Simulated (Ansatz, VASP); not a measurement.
## Na: VASP beside Ansatz

```
CELL_PARAMETERS angstrom
-1.93695 1.93695 2.23705
1.93695 -1.93695 2.23705
1.93695 1.93695 -2.23705
ATOMIC_POSITIONS crystal
Na 0.00000 0.00000 0.00000
```

Alike in both runs: task single point; functional LDA; k mesh 18 × 18 × 18; occupations gaussian, width 0.15 eV; no spin polarisation.

|  | VASP | Ansatz |
| --- | --- | --- |
| version | VASP 6.6.1 | Ansatz 0.2.0 |
| potentials or method | VASP PAW LDA potentials, release 64 (Na_pv), cutoff 520 eV | scalar-relativistic, plane waves, PAW |
| valence electrons in the cell | 7 | 9 |

```csv
,VASP,Ansatz,Ansatz less VASP
gap on the k mesh at the Fermi level (eV),none,none,-
pressure (GPa),-0.2,-0.1,+0.17
```

LDA's correlation is that of Perdew and Zunger in VASP and of Perdew and Wang (1992) in Ansatz. A gap of «none» marks a metal or a gap that the smearing closes. VASP's potentials hold 7 valence electrons a cell and Ansatz's 9, so a difference there can come from the potentials and not from the codes.
